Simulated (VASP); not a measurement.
A run of VASP 6.6.1 is set up as follows.

The input INCAR:

```
SYSTEM = SrTiO3
PREC     = Accurate       ! precision mode
ENCUT    = 520            ! plane-wave cutoff, eV
EDIFF    = 1E-7           ! SCF threshold, eV
ISMEAR   = 0              ! smearing method
SIGMA    = 0.05           ! smearing width, eV
LREAL    = .False.        ! projectors in reciprocal space
LASPH    = .True.         ! aspherical terms in the spheres
NELM     = 80             ! most SCF steps
ALGO     = Normal         ! electronic algorithm
ISIF     = 2              ! what is computed and relaxed
LWAVE    = .False.        ! write WAVECAR
LCHARG   = .False.        ! write CHGCAR
GGA      = PS             ! functional
NBANDS   = 28             ! bands
```

The input KPOINTS:

```
regular mesh
0
Gamma
  8 8 8
  0 0 0
```

POSCAR

```
SrTiO3
1.0
    3.8911201355      0.0000000000      0.0000000000
    0.0000000000      3.8911201355      0.0000000000
    0.0000000000      0.0000000000      3.8911201355
Sr Ti O
1 1 3
Direct
    0.0000000000      0.0000000000      0.0000000000
    0.6079380706      0.5000000000      0.5000000000
    0.0000000000      0.5000000000      0.5000000000
    0.5000000000      0.0000000000      0.5000000000
    0.5000000000      0.5000000000      0.0000000000
```

Potentials or basis: VASP PAW PBE potentials, release 64 (Sr_sv, Ti_sv, O).

Run with:

```bash
$ cat potpaw_PBE.64/Sr_sv/POTCAR potpaw_PBE.64/Ti_sv/POTCAR potpaw_PBE.64/O/POTCAR > POTCAR
$ mpirun -np 1 vasp_std > vasp.out
```

**Question.** Estimate the band gap on the k mesh.

**Answer.** 1.90 eV (least direct gap 2.64 eV).

**Question.** Predict the largest force.

**Answer.** 13.632 eV/Å.

**Question.** Predict the pressure.

**Answer.** 17.3 GPa.

Stress tensor (GPa, compression positive):
```
45.67  0.00  0.00
 0.00  3.10  0.00
 0.00  0.00  3.10
```

Caveat: the cell differs from its parent crystal (atom 2 (Ti) moved +0.420 Å along Cartesian [1 0 0]); the cell stands under pressure; the PAW data sets were made with another functional, which shifts forces and pressure a little. A k mesh can miss the band edges.
